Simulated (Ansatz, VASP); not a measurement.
# BaZrO3: VASP beside Ansatz

File INCAR:

```
PREC = Accurate ; ENCUT = 520
EDIFF = 1E-7 ; ISMEAR = 0
SIGMA = 0.02 ; LREAL = F
LASPH = T ; NELM = 60
ALGO = Normal ; ISIF = 2
LWAVE = F ; LCHARG = F
GGA = PE ; NBANDS = 28
```

Contents of KPOINTS:

```
Automatic mesh
0
Gamma
  6 6 6
```

Contents of POSCAR:

```
BaZrO3
1.0
    4.2690184786      0.0000000000      0.0000000000
    0.0000000000      4.2690184786      0.0000000000
    0.0000000000      0.0000000000      4.2690184786
Ba Zr O
1 1 3
Direct
    0.0000000000      0.0000000000      0.0000000000
    0.5000000000      0.5000000000      0.5000000000
    0.0000000000      0.5000000000      0.5000000000
    0.5000000000      0.0000000000      0.5000000000
    0.5000000000      0.5000000000      0.0000000000
```

Input for Ansatz:

```yaml
crystal:
  lattice:
    - [4.2690184786, 0.0, 0.0]
    - [0.0, 4.2690184786, 0.0]
    - [0.0, 0.0, 4.2690184786]
  atoms:
    - { symbol: Ba, position: [0.0, 0.0, 0.0] }
    - { symbol: Zr, position: [0.5, 0.5, 0.5] }
    - { symbol: O, position: [0.0, 0.5, 0.5] }
    - { symbol: O, position: [0.5, 0.0, 0.5] }
    - { symbol: O, position: [0.5, 0.5, 0.0] }
basis:
  ecutwfc: 420
kpoints:
  mp_grid: { grid: [6, 6, 6] }
hamiltonian:
  xc: pbe
scf:
  occupations: { method: gaussian, width: 0.02 }
output:
  forces: true
  stress: true
  eigenvalues: true
  write_density: true
  write_potential: true
  elf: true
  volumetric_format: npy
```

Alike in both runs: task single point; functional PBE; k mesh 6 × 6 × 6; occupations gaussian, width 0.02 eV; no spin polarisation.

|  | VASP | Ansatz |
| --- | --- | --- |
| version | VASP 6.6.1 | Ansatz 0.2.0 |
| potentials or method | VASP PAW PBE potentials, release 64 (Ba_sv, Zr_sv, O), cutoff 520 eV | scalar-relativistic, plane waves, PAW |
| valence electrons in the cell | 40 | 40 |

|  | VASP | Ansatz | Ansatz less VASP |
| --- | --- | --- | --- |
| gap on the k mesh at the Fermi level (eV) | 3.06 | 3.11 | +0.044 |
| least direct gap on the mesh (eV) | 3.34 | 3.36 | +0.019 |
| pressure (GPa) | -3.3 | -4.1 | -0.82 |

Spin-orbit coupling is off throughout.
